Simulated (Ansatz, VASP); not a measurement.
## Pd in VASP and in Ansatz

File INCAR:

```
  ALGO = Normal
  EDIFF = 1E-7
  ENCUT = 520
  GGA = PS
  ISIF = 2
  ISMEAR = 0
  LASPH = T
  LCHARG = T
  LELF = T
  LREAL = F
  LVHAR = T
  LWAVE = F
  NBANDS = 11
  NELM = 60
  PREC = Accurate
  SIGMA = 0.15
```

KPOINTS

```
k-points
0
Gamma
  20 20 20
```

Contents of POSCAR:

```
Pd
1.0
    0.0000000000      1.9449000000      2.0032470000
    1.9449000000      0.0000000000      2.0032470000
    1.9449000000      1.9449000000      0.0000000000
Pd
1
Direct
    0.0000000000      0.0000000000      0.0000000000
```

Input for Ansatz:

```yaml
crystal:
  lattice:
    - [0.0, 1.9449, 2.003247]
    - [1.9449, 0.0, 2.003247]
    - [1.9449, 1.9449, 0.0]
  atoms:
    - { symbol: Pd, position: [0.0, 0.0, 0.0] }
basis:
  ecutwfc: 420
kpoints:
  mp_grid: { grid: [20, 20, 20] }
hamiltonian:
  xc: pbesol
scf:
  occupations: { method: gaussian, width: 0.15 }
output:
  forces: true
  stress: true
  eigenvalues: true
  write_density: true
  write_potential: true
  elf: true
  volumetric_format: npy
```

Change from the starting cell: strain +0.0300 x Voigt [0, 0, 1, 0, 0, 0], atoms carried along.

Alike in both runs: task single point; functional PBEsol; k mesh 20 × 20 × 20; occupations gaussian, width 0.15 eV; no spin polarisation.

```csv
,VASP,Ansatz
version,VASP 6.6.1,Ansatz 0.2.0
potentials or method,"VASP PAW PBE potentials, release 64 (Pd), cutoff 520 eV","scalar-relativistic, plane waves, PAW"
valence electrons in the cell,10,18
```

Ansatz gave:

| Property | Result |
| --- | --- |
| gap on the k mesh at the Fermi level (eV) | none |
| pressure (GPa) | -7.3 |
| traceless stress, the component that is largest in VASP (GPa) | -1.16 |

Which values does VASP return?

gap on the k mesh at the Fermi level (eV): none; pressure (GPa): -7.6; traceless stress, the component that is largest in VASP (GPa): -1.15.

VASP's potentials were made for PBE, not for PBEsol. A gap of «none» marks a metal or a gap that the smearing closes. With one functional, cell and mesh, what is left measures potentials, basis and numerics. VASP's potentials hold 10 valence electrons a cell and Ansatz's 18, so a difference there can come from the potentials and not from the codes.
